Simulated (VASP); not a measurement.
Here is a VASP 6.6.1 calculation.

INCAR

```
SYSTEM = Tl
PREC = Accurate ; ENCUT = 520
EDIFF = 1E-6 ; ISMEAR = -1
SIGMA = 0.1 ; LREAL = .FALSE.
LASPH = .TRUE. ; NELM = 100
ALGO = Normal ; ISIF = 2
LWAVE = .FALSE. ; LCHARG = .FALSE.
GGA = RP ; NBANDS = 12
```

The input KPOINTS:

```
regular mesh
0
G
  12 12 12
  0 0 0
```

File POSCAR:

```
Tl
1.0
    0.0000000000      2.5926113809      2.5926113809
    2.5926113809      0.0000000000      2.5926113809
    2.5926113809      2.5926113809      0.0000000000
Tl
1
Direct
    0.0000000000      0.0000000000      0.0000000000
```

Potentials or basis: VASP PAW PBE potentials, release 64 (Tl_d).

Run with:

```sh
$ cat potpaw_PBE.64/Tl_d/POTCAR > POTCAR
$ mpirun -np 1 vasp_std > vasp.out
```

(1) Estimate the band gap on the k mesh.

(2) Predict the pressure.

Answers

(1) zero (an odd number of electrons rules out a gap without spin polarisation).

(2) -0.7 GPa.

Caveat: the PAW data sets were made with another functional, which shifts forces and pressure a little; spin-orbit coupling is left out, which moves the levels of the heavy elements.
